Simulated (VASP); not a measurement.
# BaNaBr3 (P4/mmm) in VASP: single point with HSE06

Aim: the single point of BaNaBr3 with HSE06.

Program: VASP 6.6.1. These are calculated values, not measurements. Logs are shortened: lines on timing, memory, paths and dates and some standing lists are left out, and cuts for length are marked.

## 1. The cell of the first run

The structure is tetragonal, space group P4/mmm (No. 123). The conventional cell has a = 6.448 Å, b = 6.448 Å, c = 6.227 Å, α = 90.00°, β = 90.00°, γ = 90.00°. Na (site symmetry 4/mmm) has 12 Br at 4.48 to 4.56 Å and 8 Ba at 5.52 Å within 5.9 Å. Within 4.1 Å of Ba (site symmetry 4/mmm) lie 6 Br at 3.11 to 3.22 Å. Within 4.1 Å of Br (site symmetry 4/mmm) lie 2 Ba at 3.11 Å. Br (site symmetry mmm) has 2 Ba at 3.22 Å within 4.2 Å.

## 2. Single point, HSE06 (epitaxial xy strain +3.0%)

Input file POSCAR:

```
BaNaBr3
1.0
    6.4483889386      0.0000000000      0.0000000000
    0.0000000000      6.4483889386      0.0000000000
    0.0000000000      0.0000000000      6.2270021749
Na Ba Br
1 1 3
Direct
    0.0000000000      0.0000000000      0.0000000000
    0.5000000000      0.5000000000      0.5000000000
    0.5000000000      0.5000000000      0.0000000000
    0.5000000000      0.0000000000      0.5000000000
    0.0000000000      0.5000000000      0.5000000000
```

Input file INCAR.step1:

```
SYSTEM = BaNaBr3
PREC = Accurate ; ENCUT = 520
EDIFF = 1E-5 ; ISMEAR = 0
SIGMA = 0.01 ; LREAL = .FALSE.
LASPH = .TRUE. ; NELM = 60
ALGO = Normal ; ISIF = 2
LWAVE = .TRUE. ; LCHARG = .FALSE.
NBANDS = 27 ; GGA = PE
```

Input file INCAR.step2:

```
SYSTEM = BaNaBr3
PREC = Accurate ; ENCUT = 520
EDIFF = 1E-6 ; ISMEAR = 0
SIGMA = 0.01 ; LREAL = .FALSE.
LASPH = .TRUE. ; NELM = 60
ALGO = Normal ; ISIF = 2
LWAVE = .FALSE. ; LCHARG = .FALSE.
GGA = PE ; LHFCALC = .TRUE.
HFSCREEN = 0.2079 ; PRECFOCK = Fast
NBANDS = 27 ; ISTART = 1
```

Input file KPOINTS:

```
regular mesh
0
G
  2 2 2
  0 0 0
```

Potentials or basis: VASP PAW PBE potentials, release 64 (Na_pv, Ba_sv, Br).

Started as:

```console
> cat potpaw_PBE.64/Na_pv/POTCAR potpaw_PBE.64/Ba_sv/POTCAR potpaw_PBE.64/Br/POTCAR > POTCAR
> cp INCAR.step1 INCAR
> mpirun -np 1 vasp_std > vasp.out
> cp INCAR.step2 INCAR
> mpirun -np 1 vasp_std > vasp.out
```

OUTCAR:

```text
SYSTEM = BaNaBr3
   PREC = Accurate
   ENCUT = 520
   EDIFF = 1E-6
   ISMEAR = 0
   LREAL = .FALSE.
   LASPH = .TRUE.
   NELM = 60
   ISIF = 2
   GGA = PE
   LHFCALC = .TRUE.
   HFSCREEN = 0.2079
   PRECFOCK = Fast
   ISTART = 1

 ion  position               nearest neighbor table
   1  0.000  0.000  0.000-
   2  0.500  0.500  0.500-   3 3.11   3 3.11   5 3.22   4 3.22   4 3.22   5 3.22
   3  0.500  0.500  0.000-   2 3.11   2 3.11
   4  0.500  0.000  0.500-   2 3.22   2 3.22
   5  0.000  0.500  0.500-   2 3.22   2 3.22

  LATTYP: Found a simple tetragonal cell.
 ALAT       =     6.4483889386
 C/A-ratio  =     0.9656678954

  Lattice vectors:

 A1 = (   6.4483889386,   0.0000000000,   0.0000000000)
 A2 = (   0.0000000000,   6.4483889386,   0.0000000000)
 A3 = (   0.0000000000,   0.0000000000,   6.2270021749)

Analysis of symmetry for initial positions (statically):
=====================================================================
 Subroutine PRICEL returns:
 Original cell was already a primitive cell.

 Routine SETGRP: Setting up the symmetry group for a
 simple tetragonal supercell.

 Subroutine GETGRP returns: Found 16 space group operations
 (whereof 16 operations were pure point group operations)
 out of a pool of 16 trial point group operations.

The static configuration has the point symmetry D_4h.

Analysis of symmetry for dynamics (positions and initial velocities):
=====================================================================
 Subroutine PRICEL returns:
 Original cell was already a primitive cell.

 Routine SETGRP: Setting up the symmetry group for a
 simple tetragonal supercell.

 Subroutine GETGRP returns: Found 16 space group operations
 (whereof 16 operations were pure point group operations)
 out of a pool of 16 trial point group operations.

The dynamic configuration has the point symmetry D_4h.

 Subroutine INISYM returns: Found 16 space group operations
 (whereof 16 operations are pure point group operations),
 and found     1 'primitive' translations

----------------------------------------------------------------------------------------

                                     Primitive cell

  volume of cell :     258.9295

  direct lattice vectors                    reciprocal lattice vectors
     6.448388939  0.000000000  0.000000000     0.155077494  0.000000000  0.000000000
     0.000000000  6.448388939  0.000000000     0.000000000  0.155077494  0.000000000
     0.000000000  0.000000000  6.227002175     0.000000000  0.000000000  0.160590919

  length of vectors
     6.448388939  6.448388939  6.227002175     0.155077494  0.155077494  0.160590919

  position of ions in fractional coordinates (direct lattice)
     0.000000000  0.000000000  0.000000000
     0.500000000  0.500000000  0.500000000
     0.500000000  0.500000000  0.000000000
     0.500000000  0.000000000  0.500000000
     0.000000000  0.500000000  0.500000000

  ion indices of the primitive-cell ions
   primitive index   ion index
                 1           1
                 2           2
                 3           3
                 4           4
                 5           5

----------------------------------------------------------------------------------------

 KPOINTS: regular mesh

Automatic generation of k-mesh.
 Grid dimensions read from file:
 generate k-points for:    2    2    2

 Generating k-lattice:

  Cartesian coordinates                     Fractional coordinates (reciprocal lattice)
     0.077538747  0.000000000  0.000000000     0.500000000  0.000000000  0.000000000
     0.000000000  0.077538747  0.000000000     0.000000000  0.500000000  0.000000000
     0.000000000  0.000000000  0.080295459     0.000000000  0.000000000  0.500000000

  Length of vectors
     0.077538747  0.077538747  0.080295459

  Shift w.r.t. Gamma in fractional coordinates (k-lattice)
     0.000000000  0.000000000  0.000000000

 Subroutine IBZKPT returns following result:
 ===========================================

 Found      6 irreducible k-points:

 Following reciprocal coordinates:
            Coordinates               Weight
  0.000000  0.000000  0.000000      1.000000
  0.500000  0.000000  0.000000      2.000000
  0.500000  0.500000  0.000000      1.000000
  0.000000  0.000000  0.500000      1.000000
  0.500000  0.000000  0.500000      2.000000
  0.500000  0.500000  0.500000      1.000000
   k-points           NKPTS =      6   k-points in BZ     NKDIM =      8   number of bands    NBANDS=     27
   number of dos      NEDOS =    301   number of ions     NIONS =      5
   total plane-waves  NPLWV = 110592
   dimension x,y,z NGX =    48 NGY =   48 NGZ =   48
   dimension x,y,z NGXF=    96 NGYF=   96 NGZF=   96
   ions per type =               1   1   3
   NGX,Y,Z   is equivalent  to a cutoff of  12.37, 12.37, 12.81 a.u.
   NGXF,Y,Z  is equivalent  to a cutoff of  24.75, 24.75, 25.63 a.u.
 SYSTEM =  BaNaBr3
   PREC   = accura    normal or accurate (medium, high low for compatibility)
   ISTART =      1    job   : 0-new  1-cont  2-samecut
   ICHARG =      0    charge: 1-file 2-atom 10-const
   ISPIN  =      1    spin polarized calculation?
   LNONCOLLINEAR =      F non collinear calculations
   LSORBIT =      F    spin-orbit coupling
   LASPH  =      T    aspherical Exc in radial PAW
   ENCUT  =  520.0 eV  38.22 Ry    6.18 a.u.  11.99 11.99 11.58*2*pi/ulx,y,z
   NELM   =     60;   NELMIN=  2; NELMDL=  0     # of ELM steps
   EDIFF  = 0.1E-05   stopping-criterion for ELM
   LREAL  =      F    real-space projection
   EDIFFG = 0.1E-04   stopping-criterion for IOM
   NSW    =      0    number of steps for IOM
   IBRION =     -1    ionic relax: 0-MD 1-quasi-New 2-CG
   NFREE  =      0    steps in history (QN), initial steepest desc. (CG)
   ISIF   =      2    stress and relaxation
   ISYM   =      3    0-nonsym 1-usesym 2-fastsym
   POTIM  = 0.5000    time-step for ionic-motion
   TEBEG  =    0.0;   TEEND  =   0.0 temperature during run
   PSTRESS=    0.0 pullay stress
   NELECT =      38.0000    total number of electrons
   NUPDOWN=      -1.0000    fix difference up-down
   EMIN   =  10.00;   EMAX   =-10.00  energy-range for DOS
   EFERMI =   0.00;   METHOD = LEGACY
   ISMEAR =     0;   SIGMA  =   0.01  broadening in eV -4-tet -1-fermi 0-gaus
   EFERMI_NEDOS =   21; number of points for ismear=-14 and -15
   IALGO  =     38    algorithm
   IMIX   =      1    mixing-type and parameters
     AMIX     =   0.40;   BMIX     =  1.00
     AMIX_MAG =   1.60;   BMIX_MAG =  1.00
  volume/ion in A,a.u.               =      51.79       349.47
  Fermi-wavevector in a.u.,A,eV,Ry     =   0.863526  1.631828 10.145559  0.745678
  Thomas-Fermi vector in A             =   1.981489
   LORBIT       =      0    0 simple, 1 ext, 2 COOP (PROOUT), +10 PAW based schemes
   GGA     = PE    functional components
   LHFCALC =     T    Hartree Fock is set to
   PRECFOCK=fast      Normal, Fast or Accurate (Low or Medium for compatibility)
   ENCUT4O =  -1.0   cutoff for four orbital integrals eV
   NKREDX  =     1    reduce k-point grid by
   NKREDY  =     1    reduce k-point grid by
   NKREDZ  =     1    reduce k-point grid by
   AEXX    =    0.2500 exact exchange contribution
   HFSCREEN=    0.2079 screening length (either q_TF or 0.3 A-1)
   HFSCREENC=   0.2079 screening length for correlation (either q_TF or 0.3 A-1)
   ENCUTFOCK=  -1.0 apply spherical cutoff to Coloumb kernel
   IVDW    =     0    specifies the selected vdW correction
   LEPSILON=     F    determine dielectric tensor
   LRPA    =     F    only Hartree local field effects (RPA)
 non-spin polarized calculation
 Gauss-broadening in eV      SIGMA  =   0.01
  energy-cutoff  :      520.00
  volume of cell :      258.93
 maximum number of plane-waves:      7012
 NGX is ok and might be reduce to    48
  NGX = 28; NGY = 28; NGZ = 28

 number of electron      37.9999985 magnetization

 Free energy of the ion-electron system (eV)
  ---------------------------------------------------
  ext. energy  EPLUGINS =         0.00000000
  ---------------------------------------------------
  free energy    TOTEN  =       -19.05466448 eV

  energy without entropy =      -19.05466448  energy(sigma->0) =      -19.05466448

 E-fermi :  -2.9204     XC(G=0):  -5.1269

 val. band max:       -3.0294730737   @ k =   0.5000   0.5000   0.5000
 cond. band min:       0.8934913295   @ k =   0.0000   0.0000   0.0000
 fundamental gap:      3.9229644032
 Fermi energy:        -2.9203700132

 k-point     1 :       0.0000    0.0000    0.0000
  band No.  band energies     occupation
      1     -30.2154      2.00000
      2     -29.9071      2.00000
      3     -29.9071      2.00000
      4     -29.9068      2.00000
      5     -16.5297      2.00000
      6     -16.4081      2.00000
[... 19 lines left out ...]
     26       4.8504      0.00000
     27       5.1979      0.00000

 k-point     2 :       0.5000    0.0000    0.0000
  band No.  band energies     occupation
      1     -30.2147      2.00000
      2     -29.9071      2.00000
      3     -29.9071      2.00000
      4     -29.9067      2.00000
      5     -16.6317      2.00000
      6     -16.5221      2.00000
[... 19 lines left out ...]
     26       5.3066      0.00000
     27       5.4683      0.00000

 k-point     3 :       0.5000    0.5000    0.0000
  band No.  band energies     occupation
      1     -30.2140      2.00000
      2     -29.9071      2.00000
      3     -29.9071      2.00000
      4     -29.9068      2.00000
      5     -16.6306      2.00000
      6     -16.6306      2.00000
[... 19 lines left out ...]
     26       4.6801      0.00000
     27       5.0857      0.00000

 k-point     4 :       0.0000    0.0000    0.5000
  band No.  band energies     occupation
      1     -30.2140      2.00000
      2     -29.9071      2.00000
      3     -29.9071      2.00000
      4     -29.9068      2.00000
      5     -16.8539      2.00000
      6     -16.4197      2.00000
[... 19 lines left out ...]
     26       5.1229      0.00000
     27       5.4212      0.00000

 k-point     5 :       0.5000    0.0000    0.5000
  band No.  band energies     occupation
      1     -30.2134      2.00000
      2     -29.9071      2.00000
      3     -29.9071      2.00000
      4     -29.9068      2.00000
      5     -16.8529      2.00000
      6     -16.6300      2.00000
[... 19 lines left out ...]
     26       4.4114      0.00000
     27       5.2326      0.00000

 k-point     6 :       0.5000    0.5000    0.5000
  band No.  band energies     occupation
      1     -30.2127      2.00000
      2     -29.9071      2.00000
      3     -29.9071      2.00000
      4     -29.9068      2.00000
      5     -16.8518      2.00000
      6     -16.6290      2.00000
[... 19 lines left out ...]
     26       4.9609      0.00000
     27       5.2698      0.00000

------------------------ aborting loop because EDIFF is reached ----------------------------------------

  FORCE on cell =-STRESS in cart. coord.  units (eV):
  Direction    XX          YY          ZZ          XY          YZ          ZX
  --------------------------------------------------------------------------------------
  -------------------------------------------------------------------------------------
  Total       -1.0972403     -1.0972403      0.7600451      0.0000000      0.0000000      0.0000000
  in kB       -6.7893918     -6.7893918      4.7029294      0.0000000      0.0000000      0.0000000
  external PRESSURE =      -2.9586181 kB  Pullay stress =       0.0000000 kB

 VOLUME and BASIS-vectors are now :
 -----------------------------------------------------------------------------
  energy-cutoff  :      520.00
  volume of cell :      258.93
      direct lattice vectors                 reciprocal lattice vectors
     6.448388939  0.000000000  0.000000000     0.155077494  0.000000000  0.000000000
     0.000000000  6.448388939  0.000000000     0.000000000  0.155077494  0.000000000
     0.000000000  0.000000000  6.227002175     0.000000000  0.000000000  0.160590919

 POSITION                                       TOTAL-FORCE (eV/Angst)
 -----------------------------------------------------------------------------------
      0.00000      0.00000      0.00000         0.000000      0.000000      0.000000
      3.22419      3.22419      3.11350         0.000000      0.000000      0.000000
      3.22419      3.22419      0.00000         0.000000      0.000000      0.000000
      3.22419      0.00000      3.11350         0.000000      0.000000      0.000000
      0.00000      3.22419      3.11350         0.000000      0.000000      0.000000
 -----------------------------------------------------------------------------------
    total drift:                               -0.000000      0.000000      0.000004

  FREE ENERGIE OF THE ION-ELECTRON SYSTEM (eV)
  ---------------------------------------------------
  free  energy   TOTEN  =       -19.0546644791 eV

  energy  without entropy=      -19.0546644791  energy(sigma->0) =      -19.05466448
```

Wall time 3.4 min (1 thread of Oxide Virtual Turin-like, shared host); peak memory 0.44 GiB.

What came out:

* Free energy: -19.0547 eV
* Pressure: -0.3 GPa
* Band gap on the k mesh: 3.92 eV (least direct gap 4.09 eV)

Caveat: the k points lie up to 0.50 Å⁻¹ apart; the cell differs from its parent crystal (epitaxial xy strain +3.0%); the PAW data sets were made with another functional, which shifts forces and pressure a little; spin-orbit coupling is left out, which moves the levels of the heavy elements.
